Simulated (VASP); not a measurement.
C: relaxation of cell and atoms with r2SCAN

The system is C.

```xyz
1
Lattice="1.9500 0.0000 0.0000 0.0000 1.9500 0.0000 0.0000 0.0000 1.9500" Properties=species:S:1:pos:R:3 pbc="T T T"
C     0.0000    0.0000    0.0000
```

```yaml
Program: VASP 6.6.1
Task: relaxation of cell and atoms
Functional: r2SCAN
Potentials_or_basis: VASP PAW PBE potentials, release 64 (C)
Cutoff: 600 eV
k_mesh: 9 × 9 × 9
Occupations: fermi-dirac, width 0.05 eV
Spin: no spin polarisation
Dipole_correction: no
Further_INCAR_settings: ALGO = Normal; EDIFF = 1e-07; IBRION = 2; EDIFFG = -0.01; NSW = 80; ISIF = 3
```

```json
{"Relaxed volume": "5.61 Å³/atom", "Relaxed cell": "a = 1.777 Å, b = 1.777 Å, c = 1.777 Å, α = 90.00°, β = 90.00°, γ = 90.00°", "Space group after relaxing (to 0.05 Å)": "Pm-3m (No. 221)", "Energy gained by relaxing": "379.7 meV/atom", "Ionic steps": "14", "Pressure after relaxing": "0.0 GPa", "Band gap on the k mesh": "zero (band 2 reaches 20.75 eV, above the bottom of band 3 at 8.96 eV)"}
```

Step by step:
```tsv
step	energy change (eV)	largest force (eV/Å)	pressure (GPa)	volume (Å³)
1	0.0000	0.0000	-50.59	7.41
2	-0.3367	0.0000	33.90	5.18
3	-0.3797	0.0000	0.39	5.60
4	-0.3795	0.0000	-1.68	5.64
5	-0.3795	0.0000	-1.64	5.64
6	-0.3796	0.0000	-1.40	5.63
7	-0.3796	0.0000	-1.39	5.63
8	-0.3796	0.0000	-1.39	5.63
9	-0.3796	0.0000	-1.37	5.63
10	-0.3796	0.0000	-1.34	5.63
11	-0.3796	0.0000	-1.23	5.63
12	-0.3796	0.0000	-1.13	5.63
13	-0.3796	0.0000	-0.72	5.62
14	-0.3797	0.0000	-0.03	5.61
```

Final structure:
```
CELL_PARAMETERS angstrom
1.77689 0.00000 0.00000
0.00000 1.77689 0.00000
0.00000 0.00000 1.77689
ATOMIC_POSITIONS crystal
C 0.00000 0.00000 0.00000
```

Levels at points of the mesh, in eV from the Fermi level:
```
           k point  band 1  band 2  band 3  band 4  band 5
(0.00, 0.00, 0.00)  -24.03    9.19    9.19    9.19   25.70
```

Run time: 27 s on 1 thread of Intel Xeon 6975P-C (shared host), peak memory 0.11 GiB.

Caveat: the volume moved by over 15 % at a fixed basis, so the end points are rough; the PAW data sets were made with another functional, which shifts forces and pressure a little.
